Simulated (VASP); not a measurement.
Wanted: the native input for a VASP 6.6.1 run.

- Task: single point
- Functional: PBE
- Potentials or basis: VASP PAW PBE potentials, release 64 (Pb_d, S)
- Cutoff: 520 eV
- k mesh: 6 × 6 × 2
- Occupations: gaussian, width 0.02 eV
- Spin: no spin polarisation
- Dipole correction: no
- Further INCAR settings: ALGO = Normal; EDIFF = 1e-07; NBANDS = 28

The structure of PbS lies in POSCAR:

```
PbS
1.0
    3.0027057195     -3.0020745380      0.0001084360
    3.0027057195      3.0020745380      0.0001084360
   -2.1115073515      0.0000000000     22.2046398214
Pb S
2 2
Direct
    0.7377593839      0.7177288338      0.9366284828
    0.2822711662      0.2622406161      0.0633715172
    0.2399447541      0.2193753042      0.9421325605
    0.7806246958      0.7600552459      0.0578674395
```

These files were run (other wordings do the same):

INCAR

```
ALGO = Normal
EDIFF = 1E-7
ENCUT = 520
GGA = PE
ISIF = 2
ISMEAR = 0
LASPH = T
LCHARG = F
LREAL = F
LWAVE = F
NBANDS = 28
NELM = 80
PREC = Accurate
SIGMA = 0.02
```

KPOINTS

```
k-points
0
Gamma
  6 6 2
```

Potentials or basis: VASP PAW PBE potentials, release 64 (Pb_d, S).

Launch:

```console
$ cat potpaw_PBE.64/Pb_d/POTCAR potpaw_PBE.64/S/POTCAR > POTCAR
$ mpirun -np 1 vasp_std > vasp.out
```

It gave:

```
Largest force          : 0.006 eV/Å
Band gap on the k mesh : 2.07 eV
```

Caveat: spin-orbit coupling is left out, which moves the levels of the heavy elements.

Wall time 14 min on 1 thread of Intel Xeon 8259CL, with other jobs on the host, peak memory 0.57 GiB.
